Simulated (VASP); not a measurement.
# C2H2 in VASP: single point with PBE+D3(BJ)

Aim: the single point of C2H2 with PBE+D3(BJ).

Program: VASP 6.6.1. These are calculated values, not measurements. Logs are shortened: lines on timing, memory, paths and dates and some standing lists are left out, and cuts for length are marked.

**1. The cell of the first run**

The cell holds a molecule in a box, 4 atoms: a = 5.773 Å, b = 5.773 Å, c = 27.023 Å, α = 90.00°, β = 90.00°, γ = 120.00°.

**2. Single point, PBE+D3(BJ)**

The input, INCAR:

```
SYSTEM = HC
ALGO = Normal
DIPOL = 0.5 0.5 0.620
EDIFF = 1E-7
ENCUT = 520
GGA = PE
IDIPOL = 3
ISIF = 2
ISMEAR = 0
IVDW = 12
LASPH = .TRUE.
LCHARG = .FALSE.
LDIPOL = .TRUE.
LREAL = .FALSE.
LWAVE = .FALSE.
NBANDS = 13
NELM = 60
PREC = Accurate
SIGMA = 0.1
```

The input, KPOINTS:

```
k-points
0
G
  4 4 1
  0 0 0
```

The input, POSCAR:

```
HC
1.0
    5.7729299510      0.0000000000      0.0000000000
   -2.8864649755      4.9995039918      0.0000000000
    0.0000000000      0.0000000000     27.0227234730
C H
2 2
Direct
   -0.1590256972     -0.3167667181      0.6035781718
   -0.0146822421     -0.0290396634      0.6023216563
   -0.2137999195     -0.4266998793      0.6390524753
    0.0432680050      0.0899481774      0.6368508963
```

Potentials or basis: VASP PAW PBE potentials, release 64 (C, H).

Run with:

```
> cat potpaw_PBE.64/C/POTCAR potpaw_PBE.64/H/POTCAR > POTCAR
> mpirun -np 1 vasp_std > vasp.out
```

OUTCAR:

```text
SYSTEM = HC
   EDIFF = 1E-7
   ENCUT = 520
   GGA = PE
   ISIF = 2
   ISMEAR = 0
   IVDW = 12
   LASPH = .TRUE.
   LREAL = .FALSE.
   NELM = 60
   PREC = Accurate
 IVDW          = 12

 ion  position               nearest neighbor table
   1  0.841  0.683  0.604-   3 1.10   2 1.44
   2  0.985  0.971  0.602-   4 1.11   1 1.44
   3  0.786  0.573  0.639-   1 1.10
   4  0.043  0.090  0.637-   2 1.11

  LATTYP: Found a hexagonal cell.
 ALAT       =     5.7729299510
 C/A-ratio  =     4.6809373580

  Lattice vectors:

 A1 = (   5.7729299510,   0.0000000000,   0.0000000000)
 A2 = (  -2.8864649755,   4.9995039918,   0.0000000000)
 A3 = (   0.0000000000,   0.0000000000,  27.0227234730)

Analysis of symmetry for initial positions (statically):
=====================================================================
 Subroutine PRICEL returns:
 Original cell was already a primitive cell.

 Routine SETGRP: Setting up the symmetry group for a
 hexagonal supercell.

 Subroutine GETGRP returns: Found  1 space group operations
 (whereof  1 operations were pure point group operations)
 out of a pool of 24 trial point group operations.

The static configuration has the point symmetry C_1 .

Analysis of symmetry for dynamics (positions and initial velocities):
=====================================================================
 Subroutine PRICEL returns:
 Original cell was already a primitive cell.

 Routine SETGRP: Setting up the symmetry group for a
 hexagonal supercell.

 Subroutine GETGRP returns: Found  1 space group operations
 (whereof  1 operations were pure point group operations)
 out of a pool of 24 trial point group operations.

The dynamic configuration has the point symmetry C_1 .

 Subroutine INISYM returns: Found  1 space group operations
 (whereof  1 operations are pure point group operations),
 and found     1 'primitive' translations

----------------------------------------------------------------------------------------

                                     Primitive cell

  volume of cell :     779.9241

  direct lattice vectors                    reciprocal lattice vectors
     5.772929951  0.000000000  0.000000000     0.173222265  0.100009921  0.000000000
    -2.886464976  4.999503992  0.000000000     0.000000000  0.200019842  0.000000000
     0.000000000  0.000000000 27.022723473     0.000000000  0.000000000  0.037005893

  length of vectors
     5.772929951  5.772929951 27.022723473     0.200019842  0.200019842  0.037005893

  position of ions in fractional coordinates (direct lattice)
     0.840974303  0.683233282  0.603578172
[... 88 lines left out ...]
  volume/ion in A,a.u.               =     194.98      1315.80
  Fermi-wavevector in a.u.,A,eV,Ry     =   0.383169  0.724085  1.997590  0.146819
  Thomas-Fermi vector in A             =   1.319925
   LORBIT       =      0    0 simple, 1 ext, 2 COOP (PROOUT), +10 PAW based schemes
   GGA     = PE    functional components
   LHFCALC =     F    Hartree Fock is set to
   AEXX    =    0.0000 exact exchange contribution
   IVDW    =    12    specifies the selected vdW correction
   LEPSILON=     F    determine dielectric tensor
   LRPA    =     F    only Hartree local field effects (RPA)
 non-spin polarized calculation
 Gauss-broadening in eV      SIGMA  =   0.10
  energy-cutoff  :      520.00
  volume of cell :      779.92
 maximum number of plane-waves:     21089
 NGX is ok and might be reduce to    48
   NGX = 21   NGY = 21   NGZ =101

 number of electron      10.0000000 magnetization

 number of electron       9.9999999 magnetization

 dipolmoment           0.000000      0.000000     -0.289865 electrons x Angstroem

 Free energy of the ion-electron system (eV)
  ---------------------------------------------------
  ext. energy  EPLUGINS =         0.00000000
  ---------------------------------------------------
  free energy    TOTEN  =       -19.60792697 eV

  energy without entropy =      -19.60792697  energy(sigma->0) =      -19.60792697

 E-fermi :  -5.8212     XC(G=0):  -0.8785

 val. band max:       -6.2538877348   @ k =   0.0000   0.0000   0.0000
 cond. band min:      -4.5541089641   @ k =   0.0000   0.5000   0.0000
 fundamental gap:      1.6997787707
 Fermi energy:        -5.8212140562

 k-point     1 :       0.0000    0.0000    0.0000
  band No.  band energies     occupation
      1     -17.7936      2.00000
      2     -13.4467      2.00000
      3     -10.8496      2.00000
      4      -6.4986      2.00000
      5      -6.2539      2.00000
      6      -4.3811      0.00000
      7      -1.5628      0.00000
      8      -1.2236      0.00000
      9      -0.4216      0.00000
     10       0.2294      0.00000
     11       0.7541      0.00000
     12       1.1341      0.00000
     13       1.7009      0.00000
[... 130 lines left out ...]
  band No.  band energies     occupation
      1     -17.7841      2.00000
      2     -13.4889      2.00000
      3     -10.8133      2.00000
      4      -6.4645      2.00000
      5      -6.3074      2.00000
      6      -4.4599      0.00000
      7      -1.5379      0.00000
      8      -0.1965      0.00000
      9       0.6963      0.00000
     10       1.2526      0.00000
     11       1.3070      0.00000
     12       1.3479      0.00000
     13       1.7882      0.00000

------------------------ aborting loop because EDIFF is reached ----------------------------------------

 vacuum level on the upper side and lower side of the slab       (xc-potential included)        -0.910         0.886

 Edisp (eV)   -0.05406

 E8    (eV) :    -0.0138

  FORCE on cell =-STRESS in cart. coord.  units (eV):
  Direction    XX          YY          ZZ          XY          YZ          ZX
  --------------------------------------------------------------------------------------
  -------------------------------------------------------------------------------------
  Total      -0.04099   -13.98166    -2.10359    -0.03605     0.26267     0.00880
  in kB      -0.08421   -28.72215    -4.32136    -0.07406     0.53960     0.01808
  external pressure =      -11.04 kB  Pullay stress =        0.00 kB

 VOLUME and BASIS-vectors are now :
 -----------------------------------------------------------------------------
  energy-cutoff  :      520.00
  volume of cell :      779.92
      direct lattice vectors                 reciprocal lattice vectors
     5.772929951  0.000000000  0.000000000     0.173222265  0.100009921  0.000000000
    -2.886464976  4.999503992  0.000000000     0.000000000  0.200019842  0.000000000
     0.000000000  0.000000000 27.022723473     0.000000000  0.000000000  0.037005893

 POSITION                                       TOTAL-FORCE (eV/Angst)
 -----------------------------------------------------------------------------------
      2.88276      3.41583     16.31033        -0.001539     11.063356      0.808290
      2.88553      4.85432     16.27637        -0.006873    -10.993615      1.377612
      2.88387      2.86622     17.26894         0.016596     -0.804083     -1.052139
     -0.00985      0.44970     17.20945        -0.008184      0.734341     -1.133763
 -----------------------------------------------------------------------------------
    total drift:                               -0.000019     -0.000039     -0.000005

  FREE ENERGIE OF THE ION-ELECTRON SYSTEM (eV)
  ---------------------------------------------------
  free  energy   TOTEN  =       -19.6619852070 eV

  energy  without entropy=      -19.6619852070  energy(sigma->0) =      -19.66198521

 vacuum level on the upper side and lower side of the slab        -0.707         1.129
```

stdout:

```text
POSCAR found type information on POSCAR C H
 POSCAR found :  2 types and       4 ions
 scaLAPACK will be used
 LDA part: xc-table for (Slater+PW92), standard interpolation
 POSCAR, INCAR and KPOINTS ok, starting setup
 FFT: planning ... GRIDC
 FFT: planning ... GRID_SOFT
 FFT: planning ... GRID
 WAVECAR not read
 entering main loop
```

It took 2.3 min on 1 thread of Intel Xeon 6975P-C (Granite Rapids), shared host; peak memory 0.94 GiB.

Results:

| Item | Value |
| --- | --- |
| Free energy | -19.6620 eV |
| Largest force | 11.093 eV/Å |
| Gap between the frontier levels | 1.70 eV, indirect (least direct gap 1.77 eV) |
| Dispersion energy per atom | -0.014 eV |

Forces on the atoms (eV/Å):
```
C    -0.002  11.063   0.808
C    -0.007 -10.994   1.378
H     0.017  -0.804  -1.052
H    -0.008   0.734  -1.134
```
